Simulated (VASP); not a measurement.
A run of VASP 6.6.1:

The input INCAR:

```
SYSTEM = InSb5
ALGO = Normal
EDIFF = 1E-7
EDIFFG = -0.01
ENCUT = 600
GGA = PE
IBRION = 2
ISIF = 3
ISMEAR = 0
LASPH = .TRUE.
LCHARG = .FALSE.
LREAL = .FALSE.
LWAVE = .FALSE.
NELM = 80
NSW = 100
PREC = Accurate
SIGMA = 0.1
```

File KPOINTS:

```
k-points
0
G
  6 6 4
  0 0 0
```

POSCAR

```
InSb5
1.0
    6.1473765506      0.0000000000      0.0000000000
   -3.0736882753      5.3237842595      0.0000000000
    0.0000000000      0.0000000000      9.4245084278
In Sb
1 5
Direct
    0.0000000000      0.0000000000      0.0000000000
    0.5000000000      0.0000000000      0.5000000000
    0.0000000000      0.5000000000      0.5000000000
    0.5000000000      0.5000000000      0.5000000000
    0.0000000000      0.0000000000      0.6594847774
    0.0000000000      0.0000000000      0.3405152226
```

Potentials or basis: VASP PAW PBE potentials, release 64 (In_d, Sb).

Command:

```bash
$ cat potpaw_PBE.64/In_d/POTCAR potpaw_PBE.64/Sb/POTCAR > POTCAR
$ mpirun -np 1 vasp_std > vasp.out
```

Hardware: 1 thread of Intel Xeon 8259CL (shared host).

Estimate the wall time of this run.

Run time: 33 min on 1 thread of Intel Xeon 8259CL, with other jobs on the host, peak memory 0.62 GiB. Counts: scf iterations 89, k points 21, ion steps 9.
